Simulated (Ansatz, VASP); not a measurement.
## Two plane-wave programs on Ge

Contents of INCAR:

```
SYSTEM = Ge
PREC = Accurate ; ENCUT = 600
EDIFF = 1E-6 ; ISMEAR = -1
SIGMA = 0.08 ; LREAL = .FALSE.
LASPH = .TRUE. ; NELM = 100
ALGO = Normal ; ISIF = 3
LWAVE = .FALSE. ; LCHARG = .FALSE.
GGA = CA ; IBRION = 2
NSW = 60 ; EDIFFG = -0.005
```

The input KPOINTS:

```
regular mesh
0
G
  19 19 19
  0 0 0
```

File POSCAR:

```
Ge
1.0
   -1.6809877034      1.6809877034      1.6809877034
    1.6809877034     -1.6809877034      1.6809877034
    1.6809877034      1.6809877034     -1.6809877034
Ge
1
Direct
    0.0000000000      0.0000000000      0.0000000000
```

Input for Ansatz:

```yaml
crystal:
  lattice:
    - [-1.6809877034, 1.6809877034, 1.6809877034]
    - [1.6809877034, -1.6809877034, 1.6809877034]
    - [1.6809877034, 1.6809877034, -1.6809877034]
  atoms:
    - { symbol: Ge, position: [0.0, 0.0, 0.0] }
kpoints:
  mp_grid: { grid: [19, 19, 19] }
scf:
  occupations: { method: fermi_dirac, width: 0.08 }
hamiltonian:
  xc: lda
  pseudopotentials: { kind: paw }
output:
  forces: true
  stress: true
  write_density: true
  write_potential: true
  elf: true
  volumetric_format: npy
relax:
  f_tol: 0.005
  max_steps: 40
  cell: {}
```

Alike in both runs: task relaxation of cell and atoms; functional LDA; k mesh 19 × 19 × 19; occupations fermi-dirac, width 0.08 eV; no spin polarisation.

```csv
,VASP,Ansatz
version,VASP 6.6.1,Ansatz 0.2.0
potentials or method,"VASP PAW LDA potentials, release 64 (Ge_d)","PAW with Ansatz's default frozen-core files, scalar-relativistic"
plane-wave cutoff (eV),600,420
valence electrons in the cell,14,14
```

|  | VASP | Ansatz | Ansatz less VASP |
| --- | --- | --- | --- |
| relaxed volume (Å³/atom) | 17.87 | 17.86 | -0.005 |
| relaxed length of the cell vector where the two differ most in proportion (Å) | 2.852 | 2.852 | -0.0003 |

LDA's correlation is that of Perdew and Zunger in VASP and of Perdew and Wang (1992) in Ansatz.
